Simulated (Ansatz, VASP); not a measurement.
# One calculation of P3Pb, two programs

```
CELL_PARAMETERS angstrom
6.04221 0.00000 0.00000
-3.02111 5.23271 0.00000
0.00000 0.00000 5.58040
ATOMIC_POSITIONS crystal
P 0.87628 0.75256 0.25000
P 0.12372 0.87628 0.75000
P 0.24744 0.12372 0.25000
P 0.12372 0.24744 0.75000
P 0.87628 0.12372 0.25000
P 0.75256 0.87628 0.75000
Pb 0.33333 0.66667 0.25000
Pb 0.66667 0.33333 0.75000
```

Alike in both runs: task single point; functional revPBE; k mesh 6 × 6 × 8; occupations gaussian, width 0.1 eV; no spin polarisation.

```csv
,VASP,Ansatz
version,VASP 6.6.1,Ansatz 0.2.0
potentials or method,"VASP PAW PBE potentials, release 64 (P, Pb_d)","scalar-relativistic, plane waves, PAW"
plane-wave cutoff (eV),520,420
valence electrons in the cell,58,58
```

Ansatz gave:

| Item | Value |
| --- | --- |
| gap on the k mesh at the Fermi level (eV) | none |
| pressure (GPa) | 1.9 |
| traceless stress, the component that is largest in VASP (GPa) | -1.67 |
| rms of the force components (eV/Å) | 0.161 |

Problem. Estimate VASP's values.

Solution. gap on the k mesh at the Fermi level (eV): none; pressure (GPa): 1.6; traceless stress, the component that is largest in VASP (GPa): -1.45; rms of the force components (eV/Å): 0.110.

VASP's potentials were made for PBE, not for revPBE. Atom by atom the forces differ by 0.050 eV/Å (rms over components). A gap of «none» marks a metal or a gap that the smearing closes. With one functional, cell and mesh, what is left measures potentials, basis and numerics.

Neither program's run includes spin-orbit coupling.
